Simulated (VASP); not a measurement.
Write the native input for VASP 6.6.1 that does the following.

| Quantity | Value |
| --- | --- |
| Task | single point |
| Functional | LDA |
| Potentials or basis | VASP PAW LDA potentials, release 64 (Co_sv) |
| Cutoff | 690 eV |
| k mesh | 16 × 16 × 16 |
| Occupations | fermi-dirac, width 0.1 eV |
| Spin | no spin polarisation |
| Dipole correction | no |
| Further INCAR settings | ALGO = Normal; EDIFF = 1e-06; NBANDS = 14 |

The structure of Co lies in POSCAR:

```
Co
1.0
    2.1637880210      0.0000000000      0.0000000000
    0.0000000000      2.1637880210      0.0000000000
    0.0000000000      0.0000000000      2.1637880210
Co
1
Direct
    0.0000000000      0.0000000000      0.0000000000
```

This isn't the form of Co at room conditions, which is hcp.

These files were run (other wordings do the same):

INCAR

```
SYSTEM = Co
PREC = Accurate
ENCUT = 690
EDIFF = 1E-6
ISMEAR = -1
SIGMA = 0.1
LREAL = .FALSE.
LASPH = .TRUE.
NELM = 120
ALGO = Normal
ISIF = 2
LWAVE = .FALSE.
LCHARG = .TRUE.
GGA = CA
LELF = .TRUE.
LVHAR = .TRUE.
NBANDS = 14
GGA_COMPAT = .FALSE.
```

KPOINTS

```
regular mesh
0
G
  16 16 16
  0 0 0
```

Potentials or basis: VASP PAW LDA potentials, release 64 (Co_sv).

Command:

```sh
$ cat potpaw_LDA.64/Co_sv/POTCAR > POTCAR
$ mpirun -np 1 vasp_std > vasp.out
```

Results of the run:

```yaml
Pressure: 22.2 GPa
Band_gap_on_the_k_mesh: zero (an odd number of electrons rules out a gap without spin polarisation)
```

Caveat: the cell stands under pressure; the run has no spin polarisation, though such a crystal can be magnetic.

It took 31 s on 1 thread of Intel(R) Xeon(R) Platinum 8375C CPU @ 2.90GHz (Ice Lake), with other jobs on the host, peak memory 0.14 GiB.
